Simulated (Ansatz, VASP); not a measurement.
**Two plane-wave programs on Al2H**

```
CELL_PARAMETERS angstrom
4.36209 0.00000 0.00000
-2.18105 3.77769 0.00000
0.00000 0.00000 6.07623
ATOMIC_POSITIONS crystal
H 0.50000 0.50000 0.16670
H 0.00000 0.50000 0.83337
H 0.50000 0.00000 0.50003
Al 0.83820 0.16180 0.16670
Al 0.67640 0.83820 0.83337
Al 0.83820 0.67640 0.50003
Al 0.16180 0.83820 0.16670
Al 0.32360 0.16180 0.83337
Al 0.16180 0.32360 0.50003
```

Alike in both runs: task single point; functional r2SCAN; k mesh 7 × 7 × 4; occupations gaussian, width 0.0115 eV; no spin polarisation.

|  | VASP | Ansatz |
| --- | --- | --- |
| version | VASP 6.6.1 | Ansatz 0.2.0 |
| potentials or method | VASP PAW PBE potentials, release 64 (H, Al), cutoff 520 eV | PAW plane waves |
| valence electrons in the cell | 21 | 21 |

VASP gave:

* pressure (GPa): 20.4
* traceless stress, the component that is largest in VASP (GPa): 2.35
* rms of the force components (eV/Å): 0.778

Question: What did Ansatz give for the same quantities?

Answer: Pressure (GPa): 20.7; traceless stress, the component that is largest in VASP (GPa): 2.33; rms of the force components (eV/Å): 0.781.

VASP's potentials were made for PBE, not for r2SCAN. Atom by atom the forces differ by 0.002 eV/Å (rms over components). The functional is the same, so the differences come from potentials, cutoffs and numerics. Ansatz's warnings: structure snapped to symmetry.
